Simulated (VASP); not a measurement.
A run of VASP 6.6.1 is set up as follows.

Contents of INCAR:

```
ALGO = Normal ; EDIFF = 1E-6
ENCUT = 520 ; GGA = PE
ISIF = 2 ; ISMEAR = -1
ISPIN = 2 ; LASPH = True
LCHARG = False ; LMAXMIX = 6
LORBIT = 11 ; LREAL = False
LWAVE = False ; MAGMOM = 0 0 4 1 0 0 0 0 0 0
NBANDS = 56 ; NELM = 150
PREC = Accurate ; SIGMA = 0.05
```

KPOINTS

```
k-points
0
Gamma
  5 5 5
```

File POSCAR:

```
NaLaMnMoO6
1.0
    0.0000000000      3.8643014007      3.8643014007
    3.8643014007      0.0000000000      3.8643014007
    3.8643014007      3.8643014007      0.0000000000
Na La Mn Mo O
1 1 1 1 6
Direct
    0.2500000000      0.2500000000      0.2500000000
    0.7500000000      0.7500000000      0.7500000000
    0.5000000000      0.5000000000      0.5000000000
    0.0000000000      0.0000000000      0.0000000000
    0.7467154463      0.2532845537      0.2532845537
    0.2532845537      0.2532845537      0.7467154463
    0.2532845537      0.7467154463      0.2532845537
    0.7467154463      0.2532845537      0.7467154463
    0.7467154463      0.7467154463      0.2532845537
    0.2532845537      0.7467154463      0.7467154463
```

Potentials or basis: VASP PAW PBE potentials, release 64 (Na_pv, La, Mn_pv, Mo_sv, O).

Run with:

```console
$ cat potpaw_PBE.64/Na_pv/POTCAR potpaw_PBE.64/La/POTCAR potpaw_PBE.64/Mn_pv/POTCAR potpaw_PBE.64/Mo_sv/POTCAR potpaw_PBE.64/O/POTCAR > POTCAR
$ mpirun -np 1 vasp_std > vasp.out
```

What does it give for the net moment?

-1.21 μB per cell.

Estimate the largest force.

0.050 eV/Å.

Predict the site moments.

Na -0.00; La +0.04; Mn -1.99; Mo +0.76; O -0.01 μB.

What does it give for the pressure?

0.2 GPa.

Forces in eV/Å, atoms in the order of the input:
```
Na   0.000  0.000  0.000
La   0.000  0.000  0.000
Mn   0.000  0.000  0.000
Mo   0.000  0.000  0.000
O   -0.050  0.000  0.000
O    0.000  0.000 -0.050
O    0.000 -0.050  0.000
O    0.000  0.050  0.000
O    0.000  0.000  0.050
O    0.050  0.000  0.000
```

Caveat: a cell with one magnetic atom can't hold antiferromagnetic order, which such compounds often take.
